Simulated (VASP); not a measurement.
# BaS (P4/mmm) in VASP: settings compared, part 2 of 3

VASP 6.6.1.

## 3. Single point, r2SCAN (uniaxial x strain +5.8%)

The input, POSCAR:

```
BaS
1.0
    4.0553494845      0.0000000000      0.0000000000
    0.0000000000      3.8337582573      0.0000000000
    0.0000000000      0.0000000000      3.8337582573
Ba S
1 1
Direct
    0.0000000000      0.0000000000      0.0000000000
    0.5000000000      0.5000000000      0.5000000000
```

The input, INCAR.step1:

```
PREC     = Accurate       # precision mode
ENCUT    = 550            # plane-wave cutoff, eV
ISMEAR   = 0              # smearing method
SIGMA    = 0.01           # smearing width, eV
LREAL    = False          # projectors in reciprocal space
LASPH    = True           # aspherical terms in the spheres
NELM     = 120            # most SCF steps
NBANDS   = 15             # bands
GGA      = PE             # functional
ALGO     = Normal         # electronic algorithm
EDIFF    = 1E-5           # SCF threshold, eV
LWAVE    = True           # write WAVECAR
LCHARG   = False          # write CHGCAR
GGA_COMPAT= False
```

The input, INCAR.step2:

```
PREC     = Accurate       # precision mode
ENCUT    = 550            # plane-wave cutoff, eV
EDIFF    = 1E-6           # SCF threshold, eV
ISMEAR   = 0              # smearing method
SIGMA    = 0.01           # smearing width, eV
LREAL    = False          # projectors in reciprocal space
LASPH    = True           # aspherical terms in the spheres
NELM     = 120            # most SCF steps
ALGO     = Normal         # electronic algorithm
ISIF     = 2              # what is computed and relaxed
LWAVE    = False          # write WAVECAR
LCHARG   = False          # write CHGCAR
METAGGA  = R2SCAN         # meta-GGA
LMIXTAU  = True         
NBANDS   = 15             # bands
ISTART   = 1            
GGA_COMPAT= False
```

The input, KPOINTS:

```
Automatic mesh
0
Gamma
  6 6 6
```

Potentials or basis: VASP PAW PBE potentials, release 64 (Ba_sv, S).

Run with:

```sh
$ cat potpaw_PBE.64/Ba_sv/POTCAR potpaw_PBE.64/S/POTCAR > POTCAR
$ cp INCAR.step1 INCAR
$ mpirun -np 1 vasp_std > vasp.out
$ cp INCAR.step2 INCAR
$ mpirun -np 1 vasp_std > vasp.out
```

OUTCAR:

```text
PREC = Accurate
   ENCUT = 550
   EDIFF = 1E-6
   ISMEAR = 0
   LREAL = False
   LASPH = True
   NELM = 120
   ISIF = 2
   METAGGA = R2SCAN
   ISTART = 1

 ion  position               nearest neighbor table
   1  0.000  0.000  0.000-   2 3.39   2 3.39   2 3.39   2 3.39   2 3.39   2 3.39   2 3.39   2 3.39

   2  0.500  0.500  0.500-   1 3.39   1 3.39   1 3.39   1 3.39   1 3.39   1 3.39   1 3.39   1 3.39

  LATTYP: Found a simple tetragonal cell.
 ALAT       =     3.8337582573
 C/A-ratio  =     1.0578000000

  Lattice vectors:

 A1 = (   0.0000000000,   3.8337582573,   0.0000000000)
 A2 = (   0.0000000000,   0.0000000000,   3.8337582573)
 A3 = (   4.0553494845,   0.0000000000,   0.0000000000)

Analysis of symmetry for initial positions (statically):
=====================================================================
 Subroutine PRICEL returns:
 Original cell was already a primitive cell.

 Routine SETGRP: Setting up the symmetry group for a
 simple tetragonal supercell.

 Subroutine GETGRP returns: Found 16 space group operations
 (whereof 16 operations were pure point group operations)
 out of a pool of 16 trial point group operations.

The static configuration has the point symmetry D_4h.

Analysis of symmetry for dynamics (positions and initial velocities):
=====================================================================
 Subroutine PRICEL returns:
 Original cell was already a primitive cell.

 Routine SETGRP: Setting up the symmetry group for a
 simple tetragonal supercell.

 Subroutine GETGRP returns: Found 16 space group operations
 (whereof 16 operations were pure point group operations)
 out of a pool of 16 trial point group operations.

The dynamic configuration has the point symmetry D_4h.

 Subroutine INISYM returns: Found 16 space group operations
 (whereof 16 operations are pure point group operations),
 and found     1 'primitive' translations

----------------------------------------------------------------------------------------

                                     Primitive cell

  volume of cell :      59.6043

  direct lattice vectors                    reciprocal lattice vectors
     4.055349484  0.000000000  0.000000000     0.246587872  0.000000000  0.000000000
     0.000000000  3.833758257  0.000000000     0.000000000  0.260840651  0.000000000
     0.000000000  0.000000000  3.833758257     0.000000000  0.000000000  0.260840651

  length of vectors
     4.055349484  3.833758257  3.833758257     0.246587872  0.260840651  0.260840651

  position of ions in fractional coordinates (direct lattice)
     0.000000000  0.000000000  0.000000000
     0.500000000  0.500000000  0.500000000

  ion indices of the primitive-cell ions
   primitive index   ion index
                 1           1
                 2           2

----------------------------------------------------------------------------------------

 KPOINTS: Automatic mesh

Automatic generation of k-mesh.
 Grid dimensions read from file:
 generate k-points for:    6    6    6

 Generating k-lattice:

  Cartesian coordinates                     Fractional coordinates (reciprocal lattice)
     0.041097979  0.000000000  0.000000000     0.166666667  0.000000000  0.000000000
     0.000000000  0.043473442  0.000000000     0.000000000  0.166666667  0.000000000
     0.000000000  0.000000000  0.043473442     0.000000000  0.000000000  0.166666667

  Length of vectors
     0.041097979  0.043473442  0.043473442

  Shift w.r.t. Gamma in fractional coordinates (k-lattice)
     0.000000000  0.000000000  0.000000000

 Subroutine IBZKPT returns following result:
 ===========================================

 Found     40 irreducible k-points:

 Following reciprocal coordinates:
            Coordinates               Weight
  0.000000  0.000000  0.000000      1.000000
  0.166667  0.000000  0.000000      2.000000
  0.333333  0.000000  0.000000      2.000000
  0.500000  0.000000  0.000000      1.000000
  0.000000  0.166667  0.000000      4.000000
  0.166667  0.166667  0.000000      8.000000
[... 16 lines left out ...]
  0.333333  0.333333  0.166667     16.000000
  0.500000  0.333333  0.166667      8.000000
 [... further k-points ...]
   k-points           NKPTS =     40   k-points in BZ     NKDIM =     40   number of bands    NBANDS=     15
   number of dos      NEDOS =    301   number of ions     NIONS =      2
   total plane-waves  NPLWV =  28800
   dimension x,y,z NGX =    32 NGY =   30 NGZ =   30
   dimension x,y,z NGXF=    64 NGYF=   60 NGZF=   60
   ions per type =               1   1
   NGX,Y,Z   is equivalent  to a cutoff of  13.12, 13.01, 13.01 a.u.
   NGXF,Y,Z  is equivalent  to a cutoff of  26.24, 26.02, 26.02 a.u.
 SYSTEM =  unknown system
   PREC   = accura    normal or accurate (medium, high low for compatibility)
   ISTART =      1    job   : 0-new  1-cont  2-samecut
   ICHARG =      0    charge: 1-file 2-atom 10-const
   ISPIN  =      1    spin polarized calculation?
   LNONCOLLINEAR =      F non collinear calculations
   LSORBIT =      F    spin-orbit coupling
   LASPH  =      T    aspherical Exc in radial PAW
   ENCUT  =  550.0 eV  40.42 Ry    6.36 a.u.   7.75  7.33  7.33*2*pi/ulx,y,z
   NELM   =    120;   NELMIN=  2; NELMDL=  0     # of ELM steps
   EDIFF  = 0.1E-05   stopping-criterion for ELM
   LREAL  =      F    real-space projection
[... 7 lines left out ...]
   TEBEG  =    0.0;   TEEND  =   0.0 temperature during run
   PSTRESS=    0.0 pullay stress
   NELECT =      16.0000    total number of electrons
   NUPDOWN=      -1.0000    fix difference up-down
   EMIN   =  10.00;   EMAX   =-10.00  energy-range for DOS
   EFERMI =   0.00;   METHOD = LEGACY
   ISMEAR =     0;   SIGMA  =   0.01  broadening in eV -4-tet -1-fermi 0-gaus
   EFERMI_NEDOS =   21; number of points for ismear=-14 and -15
   IALGO  =     38    algorithm
   IMIX   =      4    mixing-type and parameters
     AMIX     =   0.40;   BMIX     =  1.00
     AMIX_MAG =   1.60;   BMIX_MAG =  1.00
  volume/ion in A,a.u.               =      29.80       201.11
  Fermi-wavevector in a.u.,A,eV,Ry     =   1.056061  1.995665 15.174093  1.115264
  Thomas-Fermi vector in A             =   2.191282
   LORBIT       =      0    0 simple, 1 ext, 2 COOP (PROOUT), +10 PAW based schemes
   METAGGA = R2SCAN    functional components
   LHFCALC =     F    Hartree Fock is set to
   AEXX    =    0.0000 exact exchange contribution
   IVDW    =     0    specifies the selected vdW correction
   LEPSILON=     F    determine dielectric tensor
   LRPA    =     F    only Hartree local field effects (RPA)
 non-spin polarized calculation
 Gauss-broadening in eV      SIGMA  =   0.01
  energy-cutoff  :      550.00
  volume of cell :       59.60
 maximum number of plane-waves:      1768
 NGX is ok and might be reduce to    32
   NGX = 15   NGY = 15   NGZ = 15

 number of electron      15.9999996 magnetization

 Free energy of the ion-electron system (eV)
  ---------------------------------------------------
  ext. energy  EPLUGINS =         0.00000000
  ---------------------------------------------------
  free energy    TOTEN  =       -38.75072454 eV

  energy without entropy =      -38.75072454  energy(sigma->0) =      -38.75072454

 E-fermi :   2.7754     XC(G=0):  -9.6070

 val. band max:        2.6630825892   @ k =   0.5000   0.5000   0.0000
 cond. band min:       4.3454812364   @ k =   0.0000   0.0000   0.0000
 fundamental gap:      1.6823986473
 Fermi energy:         2.7754436701

 k-point     1 :       0.0000    0.0000    0.0000
  band No.  band energies     occupation
      1     -25.6156      2.00000
      2     -10.0831      2.00000
      3      -9.9951      2.00000
      4      -9.9951      2.00000
      5      -8.8826      2.00000
      6       2.1293      2.00000
      7       2.5252      2.00000
      8       2.5252      2.00000
      9       4.3455      0.00000
     10       4.3837      0.00000
     11       6.7662      0.00000
     12       9.1941      0.00000
     13       9.1941      0.00000
     14       9.6301      0.00000
[... 401 lines left out ...]
      2     -10.6683      2.00000
      3     -10.5982      2.00000
      4     -10.0855      2.00000
      5      -8.2693      2.00000
      6       0.6804      2.00000
      7       0.8881      2.00000
      8       1.8989      2.00000
      9       6.1301      0.00000
     10       7.3225      0.00000
     11       7.6690      0.00000
     12       8.9113      0.00000
     13       9.8058      0.00000
     14      12.0064      0.00000
     15      12.5077      0.00000

 [... further k-points ...]

------------------------ aborting loop because EDIFF is reached ----------------------------------------

  FORCE on cell =-STRESS in cart. coord.  units (eV):
  Direction    XX          YY          ZZ          XY          YZ          ZX
  --------------------------------------------------------------------------------------
  -------------------------------------------------------------------------------------
  Total       -2.1816170      0.1376203      0.1376203      0.0000000      0.0000000      0.0000000
  in kB      -58.6423481      3.6992633      3.6992633      0.0000000      0.0000000      0.0000000
  external PRESSURE =     -17.0812738 kB  Pullay stress =       0.0000000 kB

 VOLUME and BASIS-vectors are now :
 -----------------------------------------------------------------------------
  energy-cutoff  :      550.00
  volume of cell :       59.60
      direct lattice vectors                 reciprocal lattice vectors
     4.055349484  0.000000000  0.000000000     0.246587872  0.000000000  0.000000000
     0.000000000  3.833758257  0.000000000     0.000000000  0.260840651  0.000000000
     0.000000000  0.000000000  3.833758257     0.000000000  0.000000000  0.260840651

 POSITION                                       TOTAL-FORCE (eV/Angst)
 -----------------------------------------------------------------------------------
      0.00000      0.00000      0.00000         0.000000      0.000000      0.000000
      2.02767      1.91688      1.91688         0.000000      0.000000      0.000000
 -----------------------------------------------------------------------------------
    total drift:                                0.000000      0.000000     -0.000000

  FREE ENERGIE OF THE ION-ELECTRON SYSTEM (eV)
  ---------------------------------------------------
  free  energy   TOTEN  =       -38.7507245370 eV

  energy  without entropy=      -38.7507245370  energy(sigma->0) =      -38.75072454
```

Wall time 3 min (1 thread of Intel Xeon 8259CL, shared host); peak memory 0.2 GiB.

What came out:

```yaml
Free_energy: -38.7507 eV
Pressure: -1.7 GPa
Band_gap_on_the_k_mesh: 1.68 eV (least direct gap 1.82 eV)
```

Caveat: the cell differs from its parent crystal (uniaxial x strain +5.8%); the PAW data sets were made with another functional, which shifts forces and pressure a little; spin-orbit coupling is left out, which moves the levels of the heavy elements.

## 4. Single point, HSE06 (uniaxial z strain +5.7%)

The input, POSCAR:

```
BaS
1.0
    3.8337582573      0.0000000000      0.0000000000
    0.0000000000      3.8337582573      0.0000000000
    0.0000000000      0.0000000000      4.0518991021
Ba S
1 1
Direct
    0.0000000000      0.0000000000      0.0000000000
    0.5000000000      0.5000000000      0.5000000000
```

The input, INCAR.step1:

```
SYSTEM = BaS
  PREC = Accurate
  ENCUT = 400
  EDIFF = 1E-5
  ISMEAR = 0
  SIGMA = 0.01
  LREAL = .FALSE.
  LASPH = .TRUE.
  NELM = 120
  ALGO = Normal
  ISIF = 2
  LWAVE = .TRUE.
  LCHARG = .FALSE.
  GGA = PE
  NBANDS = 15
  GGA_COMPAT = .FALSE.
```

The input, INCAR.step2:

```
SYSTEM = BaS
  PREC = Accurate
  ENCUT = 400
  EDIFF = 1E-6
  ISMEAR = 0
  SIGMA = 0.01
  LREAL = .FALSE.
  LASPH = .TRUE.
  NELM = 120
  ALGO = Normal
  ISIF = 2
  LWAVE = .FALSE.
  LCHARG = .FALSE.
  GGA = PE
  LHFCALC = .TRUE.
  HFSCREEN = 0.2079
  PRECFOCK = Normal
  ISTART = 1
  NBANDS = 15
  GGA_COMPAT = .FALSE.
```

The input, KPOINTS:

```
Automatic mesh
0
G
  4 4 4
  0 0 0
```

Run with:

```sh
$ cat potpaw_PBE.64/Ba_sv/POTCAR potpaw_PBE.64/S/POTCAR > POTCAR
$ cp INCAR.step1 INCAR
$ mpirun -np 1 vasp_std > vasp.out
$ cp INCAR.step2 INCAR
$ mpirun -np 1 vasp_std > vasp.out
```

Wall time 13 min (1 thread of Intel Xeon 8259CL, shared host); peak memory 0.27 GiB.

Results (log left out):

* Free energy: -11.0381 eV
* Pressure: -2.0 GPa
* Band gap on the k mesh: 2.20 eV (least direct gap 2.36 eV)

Stress tensor (GPa, compression positive):
```
 0.08  0.00  0.00
 0.00  0.08  0.00
 0.00  0.00 -6.22
```

Levels at points of the mesh, in eV from the valence-band top:
```tsv
k point	band 6	band 7	band 8	band 9	band 10	band 11
(0.00, 0.00, 0.00)	-0.54	-0.16	-0.16	2.20	2.27	4.30
(0.50, 0.00, 0.00)	-3.14	-1.18	-0.62	3.39	7.02	7.18
(0.50, 0.50, 0.00)	-1.67	-1.67	-0.37	3.15	3.56	4.74
(0.00, 0.00, 0.50)	-3.15	-0.71	-0.71	3.12	6.33	7.49
(0.50, 0.00, 0.50)	-1.72	-1.57	0.00	2.84	4.27	5.15
(0.50, 0.50, 0.50)	-2.94	-2.92	-2.92	7.67	8.07	8.15
```

Caveat: the cell differs from its parent crystal (uniaxial z strain +5.7%); the PAW data sets were made with another functional, which shifts forces and pressure a little; spin-orbit coupling is left out, which moves the levels of the heavy elements.

(Continued in part 3 of 3.)
